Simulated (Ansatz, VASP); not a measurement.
One calculation of Sn3H, two programs

```
Sn H
1.0
    -2.97174    2.97174    2.97174
     2.97174   -2.97174    2.97174
     2.97174    2.97174   -2.97174
Sn H
3 1
Direct
  0.00000 0.50000 0.50000
  0.50000 0.00000 0.50000
  0.50000 0.50000 0.00000
  0.00000 0.00000 0.00000
```

Change from the starting cell: species swapped into the Sb3Au type (Im-3m, No. 229).

Alike in both runs: functional PBE; k mesh 4 × 4 × 4; occupations gaussian, width 0.1 eV; no spin polarisation.

Ansatz relaxed the structure, and its values are those at the end. VASP's run is a single point on that final structure, the one shown.

|  | VASP | Ansatz |
| --- | --- | --- |
| version | VASP 6.6.1 | Ansatz 0.2.0 |
| potentials or method | VASP PAW PBE potentials, release 64 (Sn_d, H), cutoff 520 eV | scalar-relativistic, plane waves, PAW |
| valence electrons in the cell | 43 | 43 |

```tsv
	VASP	Ansatz	Ansatz less VASP
gap on the k mesh at the Fermi level (eV)	none	none	-
pressure (GPa)	-0.4	-0.4	+0.06
```

A gap of «none» marks a metal or a gap that the smearing closes.

The k mesh is coarse, so the values compare programs but aren't converged.
